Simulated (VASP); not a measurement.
# NaF (Pm-3m) in VASP: notebook

NaF is run at these levels: HSE06, PBE0; tasks: single point.

All numbers are computed with VASP 6.6.1; they aren't measurements. Logs are shortened: lines on timing, memory, paths and dates and some standing lists are left out, and cuts for length are marked.

### 1 The cell of the first run

Symmetry: Pm-3m, No. 221, cubic system. Conventional cell: a = 2.793 Å, b = 2.793 Å, c = 2.793 Å, α = 90.00°, β = 90.00°, γ = 90.00°. Within 3.2 Å of Na (site symmetry m-3m) lie 8 F at 2.42 Å and 6 Na at 2.79 Å. Within 3.2 Å of F (site symmetry m-3m) lie 8 Na at 2.42 Å and 6 F at 2.79 Å.

### 2 Single point, HSE06

Contents of POSCAR:

```
NaF
1.0
    2.7934851918      0.0000000000      0.0000000000
    0.0000000000      2.7934851918      0.0000000000
    0.0000000000      0.0000000000      2.7934851918
Na F
1 1
Direct
    0.0000000000      0.0000000000      0.0000000000
    0.5000000000      0.5000000000      0.5000000000
```

Contents of INCAR.step1:

```
PREC = Accurate
ENCUT = 520
EDIFF = 1E-5
ISMEAR = 0
SIGMA = 0.01
LREAL = F
LASPH = T
NELM = 80
ALGO = Normal
ISIF = 2
LWAVE = T
LCHARG = F
GGA = PE
NBANDS = 14
```

Contents of INCAR.step2:

```
PREC = Accurate
ENCUT = 520
EDIFF = 1E-6
ISMEAR = 0
SIGMA = 0.01
LREAL = F
LASPH = T
NELM = 80
ALGO = Normal
ISIF = 2
LWAVE = F
LCHARG = F
GGA = PE
LHFCALC = T
HFSCREEN = 0.2079
PRECFOCK = Normal
ISTART = 1
NBANDS = 14
```

Contents of KPOINTS:

```
regular mesh
0
Gamma
  6 6 6
```

Potentials or basis: VASP PAW PBE potentials, release 64 (Na_pv, F).

Command:

```sh
$ cat potpaw_PBE.64/Na_pv/POTCAR potpaw_PBE.64/F/POTCAR > POTCAR
$ cp INCAR.step1 INCAR
$ mpirun -np 1 vasp_std > vasp.out
$ cp INCAR.step2 INCAR
$ mpirun -np 1 vasp_std > vasp.out
```

OUTCAR:

```text
PREC = Accurate
   ENCUT = 520
   EDIFF = 1E-6
   ISMEAR = 0
   LREAL = F
   LASPH = T
   NELM = 80
   ISIF = 2
   GGA = PE
   LHFCALC = T
   HFSCREEN = 0.2079
   PRECFOCK = Normal
   ISTART = 1

 ion  position               nearest neighbor table
   1  0.000  0.000  0.000-
   2  0.500  0.500  0.500-

  LATTYP: Found a simple cubic cell.
 ALAT       =     2.7934851918

  Lattice vectors:

 A1 = (   2.7934851918,   0.0000000000,   0.0000000000)
 A2 = (   0.0000000000,   2.7934851918,   0.0000000000)
 A3 = (   0.0000000000,   0.0000000000,   2.7934851918)

Analysis of symmetry for initial positions (statically):
=====================================================================
 Subroutine PRICEL returns:
 Original cell was already a primitive cell.

 Routine SETGRP: Setting up the symmetry group for a
 simple cubic supercell.

 Subroutine GETGRP returns: Found 48 space group operations
 (whereof 48 operations were pure point group operations)
 out of a pool of 48 trial point group operations.

The static configuration has the point symmetry O_h .

Analysis of symmetry for dynamics (positions and initial velocities):
=====================================================================
 Subroutine PRICEL returns:
 Original cell was already a primitive cell.

 Routine SETGRP: Setting up the symmetry group for a
 simple cubic supercell.

 Subroutine GETGRP returns: Found 48 space group operations
 (whereof 48 operations were pure point group operations)
 out of a pool of 48 trial point group operations.

The dynamic configuration has the point symmetry O_h .

 Subroutine INISYM returns: Found 48 space group operations
 (whereof 48 operations are pure point group operations),
 and found     1 'primitive' translations

----------------------------------------------------------------------------------------

                                     Primitive cell

  volume of cell :      21.7991

  direct lattice vectors                    reciprocal lattice vectors
     2.793485192  0.000000000  0.000000000     0.357975766  0.000000000  0.000000000
     0.000000000  2.793485192  0.000000000     0.000000000  0.357975766  0.000000000
     0.000000000  0.000000000  2.793485192     0.000000000  0.000000000  0.357975766

  length of vectors
     2.793485192  2.793485192  2.793485192     0.357975766  0.357975766  0.357975766

  position of ions in fractional coordinates (direct lattice)
     0.000000000  0.000000000  0.000000000
     0.500000000  0.500000000  0.500000000

  ion indices of the primitive-cell ions
   primitive index   ion index
                 1           1
                 2           2

----------------------------------------------------------------------------------------

 KPOINTS: regular mesh

Automatic generation of k-mesh.
 Grid dimensions read from file:
 generate k-points for:    6    6    6

 Generating k-lattice:

  Cartesian coordinates                     Fractional coordinates (reciprocal lattice)
     0.059662628  0.000000000  0.000000000     0.166666667  0.000000000  0.000000000
     0.000000000  0.059662628  0.000000000     0.000000000  0.166666667  0.000000000
     0.000000000  0.000000000  0.059662628     0.000000000  0.000000000  0.166666667

  Length of vectors
     0.059662628  0.059662628  0.059662628

  Shift w.r.t. Gamma in fractional coordinates (k-lattice)
     0.000000000  0.000000000  0.000000000

 Subroutine IBZKPT returns following result:
 ===========================================

 Found     20 irreducible k-points:

 Following reciprocal coordinates:
            Coordinates               Weight
  0.000000  0.000000  0.000000      1.000000
  0.166667  0.000000  0.000000      6.000000
  0.333333  0.000000  0.000000      6.000000
  0.500000  0.000000  0.000000      3.000000
  0.166667  0.166667  0.000000     12.000000
  0.333333  0.166667  0.000000     24.000000
[... 12 lines left out ...]
  0.500000  0.500000  0.333333      6.000000
  0.500000  0.500000  0.500000      1.000000
   k-points           NKPTS =     20   k-points in BZ     NKDIM =    216   number of bands    NBANDS=     14
   number of dos      NEDOS =    301   number of ions     NIONS =      2
   total plane-waves  NPLWV =  13824
   dimension x,y,z NGX =    24 NGY =   24 NGZ =   24
   dimension x,y,z NGXF=    48 NGYF=   48 NGZF=   48
   ions per type =               1   1
   NGX,Y,Z   is equivalent  to a cutoff of  14.28, 14.28, 14.28 a.u.
   NGXF,Y,Z  is equivalent  to a cutoff of  28.57, 28.57, 28.57 a.u.
 SYSTEM =  unknown system
   PREC   = accura    normal or accurate (medium, high low for compatibility)
   ISTART =      1    job   : 0-new  1-cont  2-samecut
   ICHARG =      0    charge: 1-file 2-atom 10-const
   ISPIN  =      1    spin polarized calculation?
   LNONCOLLINEAR =      F non collinear calculations
   LSORBIT =      F    spin-orbit coupling
   LASPH  =      T    aspherical Exc in radial PAW
   ENCUT  =  520.0 eV  38.22 Ry    6.18 a.u.   5.19  5.19  5.19*2*pi/ulx,y,z
   NELM   =     80;   NELMIN=  2; NELMDL=  0     # of ELM steps
   EDIFF  = 0.1E-05   stopping-criterion for ELM
   LREAL  =      F    real-space projection
   EDIFFG = 0.1E-04   stopping-criterion for IOM
   NSW    =      0    number of steps for IOM
   IBRION =     -1    ionic relax: 0-MD 1-quasi-New 2-CG
   NFREE  =      0    steps in history (QN), initial steepest desc. (CG)
   ISIF   =      2    stress and relaxation
   ISYM   =      3    0-nonsym 1-usesym 2-fastsym
   POTIM  = 0.5000    time-step for ionic-motion
   TEBEG  =    0.0;   TEEND  =   0.0 temperature during run
   PSTRESS=    0.0 pullay stress
   NELECT =      14.0000    total number of electrons
   NUPDOWN=      -1.0000    fix difference up-down
   EMIN   =  10.00;   EMAX   =-10.00  energy-range for DOS
   EFERMI =   0.00;   METHOD = LEGACY
   ISMEAR =     0;   SIGMA  =   0.01  broadening in eV -4-tet -1-fermi 0-gaus
   EFERMI_NEDOS =   21; number of points for ismear=-14 and -15
   IALGO  =     38    algorithm
   IMIX   =      1    mixing-type and parameters
     AMIX     =   0.40;   BMIX     =  1.00
     AMIX_MAG =   1.60;   BMIX_MAG =  1.00
  volume/ion in A,a.u.               =      10.90        73.55
  Fermi-wavevector in a.u.,A,eV,Ry     =   1.412444  2.669132 27.143584  1.994997
  Thomas-Fermi vector in A             =   2.534192
   LORBIT       =      0    0 simple, 1 ext, 2 COOP (PROOUT), +10 PAW based schemes
   GGA     = PE    functional components
   LHFCALC =     T    Hartree Fock is set to
   PRECFOCK=normal    Normal, Fast or Accurate (Low or Medium for compatibility)
   ENCUT4O =  -1.0   cutoff for four orbital integrals eV
   NKREDX  =     1    reduce k-point grid by
   NKREDY  =     1    reduce k-point grid by
   NKREDZ  =     1    reduce k-point grid by
   AEXX    =    0.2500 exact exchange contribution
   HFSCREEN=    0.2079 screening length (either q_TF or 0.3 A-1)
   HFSCREENC=   0.2079 screening length for correlation (either q_TF or 0.3 A-1)
   ENCUTFOCK=  -1.0 apply spherical cutoff to Coloumb kernel
   IVDW    =     0    specifies the selected vdW correction
   LEPSILON=     F    determine dielectric tensor
   LRPA    =     F    only Hartree local field effects (RPA)
 non-spin polarized calculation
 Gauss-broadening in eV      SIGMA  =   0.01
  energy-cutoff  :      520.00
  volume of cell :       21.80
 maximum number of plane-waves:       624
 NGX is ok and might be reduce to    24
  NGX = 16; NGY = 16; NGZ = 16

 number of electron      14.0000006 magnetization

 Free energy of the ion-electron system (eV)
  ---------------------------------------------------
  ext. energy  EPLUGINS =         0.00000000
  ---------------------------------------------------
  free energy    TOTEN  =        -9.98880787 eV

  energy without entropy =       -9.98880787  energy(sigma->0) =       -9.98880787

 E-fermi :  -2.1133     XC(G=0):  -8.1139

 val. band max:       -2.2729296051   @ k =   0.5000   0.5000   0.0000
 cond. band min:       6.0223269002   @ k =   0.0000   0.0000   0.0000
 fundamental gap:      8.2952565053
 Fermi energy:        -2.1132809493

 k-point     1 :       0.0000    0.0000    0.0000
  band No.  band energies     occupation
      1     -23.7852      2.00000
      2     -23.7852      2.00000
      3     -23.7852      2.00000
      4     -23.7621      2.00000
      5      -2.6260      2.00000
      6      -2.6260      2.00000
      7      -2.6260      2.00000
      8       6.0223      0.00000
      9      15.8210      0.00000
     10      15.8210      0.00000
     11      24.4948      0.00000
     12      24.4948      0.00000
     13      24.4948      0.00000
     14      31.8617      0.00000

 k-point     2 :       0.1667    0.0000    0.0000
  band No.  band energies     occupation
      1     -24.1825      2.00000
      2     -23.7777      2.00000
      3     -23.7777      2.00000
      4     -23.3404      2.00000
      5      -3.3275      2.00000
      6      -2.5932      2.00000
      7      -2.5932      2.00000
      8       6.9217      0.00000
      9      15.4319      0.00000
     10      16.3593      0.00000
     11      24.3679      0.00000
     12      24.3679      0.00000
     13      25.2630      0.00000
     14      29.3436      0.00000

 k-point     3 :       0.3333    0.0000    0.0000
  band No.  band energies     occupation
      1     -24.4850      2.00000
      2     -23.7627      2.00000
      3     -23.7627      2.00000
      4     -22.9831      2.00000
      5      -4.5051      2.00000
      6      -2.5267      2.00000
      7      -2.5267      2.00000
      8       8.9427      0.00000
      9      13.8992      0.00000
     10      17.9611      0.00000
     11      24.0622      0.00000
     12      24.0622      0.00000
     13      24.5513      0.00000
     14      27.4239      0.00000
[... 256 lines left out ...]
 k-point    19 :       0.5000    0.5000    0.3333
  band No.  band energies     occupation
      1     -23.9795      2.00000
      2     -23.9795      2.00000
      3     -23.9080      2.00000
      4     -23.0163      2.00000
      5      -4.0868      2.00000
      6      -4.0868      2.00000
      7      -3.6227      2.00000
      8      13.7027      0.00000
      9      14.7845      0.00000
     10      14.7845      0.00000
     11      18.7996      0.00000
     12      20.4605      0.00000
     13      20.4605      0.00000
     14      25.0907      0.00000

 k-point    20 :       0.5000    0.5000    0.5000
  band No.  band energies     occupation
      1     -23.9658      2.00000
      2     -23.9658      2.00000
      3     -23.9658      2.00000
      4     -22.9527      2.00000
      5      -4.0259      2.00000
      6      -4.0259      2.00000
      7      -4.0259      2.00000
      8      14.4691      0.00000
      9      14.4691      0.00000
     10      14.4691      0.00000
     11      19.9003      0.00000
     12      19.9003      0.00000
     13      19.9003      0.00000
     14      23.6662      0.00000

------------------------ aborting loop because EDIFF is reached ----------------------------------------

  FORCE on cell =-STRESS in cart. coord.  units (eV):
  Direction    XX          YY          ZZ          XY          YZ          ZX
  --------------------------------------------------------------------------------------
  -------------------------------------------------------------------------------------
  Total        0.2574029      0.2574029      0.2574029     -0.0000000      0.0000000      0.0000000
  in kB       18.9184245     18.9184245     18.9184245     -0.0000000      0.0000000      0.0000000
  external PRESSURE =      18.9184245 kB  Pullay stress =       0.0000000 kB

 VOLUME and BASIS-vectors are now :
 -----------------------------------------------------------------------------
  energy-cutoff  :      520.00
  volume of cell :       21.80
      direct lattice vectors                 reciprocal lattice vectors
     2.793485192  0.000000000  0.000000000     0.357975766  0.000000000  0.000000000
     0.000000000  2.793485192  0.000000000     0.000000000  0.357975766  0.000000000
     0.000000000  0.000000000  2.793485192     0.000000000  0.000000000  0.357975766

 POSITION                                       TOTAL-FORCE (eV/Angst)
 -----------------------------------------------------------------------------------
      0.00000      0.00000      0.00000         0.000000      0.000000      0.000000
      1.39674      1.39674      1.39674         0.000000      0.000000      0.000000
 -----------------------------------------------------------------------------------
    total drift:                                0.000000      0.000000      0.000000

  FREE ENERGIE OF THE ION-ELECTRON SYSTEM (eV)
  ---------------------------------------------------
  free  energy   TOTEN  =        -9.9888078744 eV

  energy  without entropy=       -9.9888078744  energy(sigma->0) =       -9.98880787
```

Wall time 10 min (1 thread of Oxide Virtual Turin-like, shared host); peak memory 0.2 GiB.

Results:

```
Free energy            : -9.9888 eV
Pressure               : 1.9 GPa
Band gap on the k mesh : 8.30 eV, indirect (least direct gap 8.65 eV)
```

Caveat: the PAW data sets were made with another functional, which shifts forces and pressure a little. A k mesh can miss the band edges.

### 3 Single point, PBE0

POSCAR is that of step 2.

Contents of INCAR.step1:

```
  PREC = Accurate
  ENCUT = 520
  EDIFF = 1E-5
  ISMEAR = 0
  SIGMA = 0.01
  LREAL = F
  LASPH = T
  NELM = 100
  ALGO = Normal
  ISIF = 2
  LWAVE = T
  LCHARG = F
  GGA = PE
  NBANDS = 14
```

Contents of INCAR.step2:

```
  PREC = Accurate
  ENCUT = 520
  EDIFF = 1E-7
  ISMEAR = 0
  SIGMA = 0.01
  LREAL = F
  LASPH = T
  NELM = 100
  ALGO = Normal
  ISIF = 2
  LWAVE = F
  LCHARG = F
  GGA = PE
  LHFCALC = T
  AEXX = 0.25
  PRECFOCK = Normal
  ISTART = 1
  NBANDS = 14
```

KPOINTS is that of step 2.

Potentials or basis: VASP PAW PBE potentials, release 64 (Na_pv, F).

Command:

```sh
$ cat potpaw_PBE.64/Na_pv/POTCAR potpaw_PBE.64/F/POTCAR > POTCAR
$ cp INCAR.step1 INCAR
$ mpirun -np 1 vasp_std > vasp.out
$ cp INCAR.step2 INCAR
$ mpirun -np 1 vasp_std > vasp.out
```

It took 11 min on 1 thread of Oxide Virtual Turin-like, shared host; peak memory 0.11 GiB.

It converged, with:

| Property | Result |
| --- | --- |
| Free energy | -10.5204 eV |
| Pressure | 1.8 GPa |
| Band gap on the k mesh | 9.07 eV, indirect (least direct gap 9.42 eV) |

Levels at points of the mesh, in eV from the valence-band top:
| k point | band 5 | band 6 | band 7 | band 8 | band 9 | band 10 |
| --- | --- | --- | --- | --- | --- | --- |
| (0.00, 0.00, 0.00) | -0.35 | -0.35 | -0.35 | 9.07 | 18.87 | 18.87 |
| (0.50, 0.00, 0.00) | -2.77 | -0.22 | -0.22 | 13.96 | 15.10 | 23.17 |
| (0.50, 0.50, 0.00) | -2.00 | -2.00 | 0.00 | 15.04 | 18.61 | 18.61 |
| (0.50, 0.50, 0.50) | -1.76 | -1.76 | -1.76 | 17.53 | 17.53 | 17.53 |

Caveat: the PAW data sets were made with another functional, which shifts forces and pressure a little. A k mesh can miss the band edges.
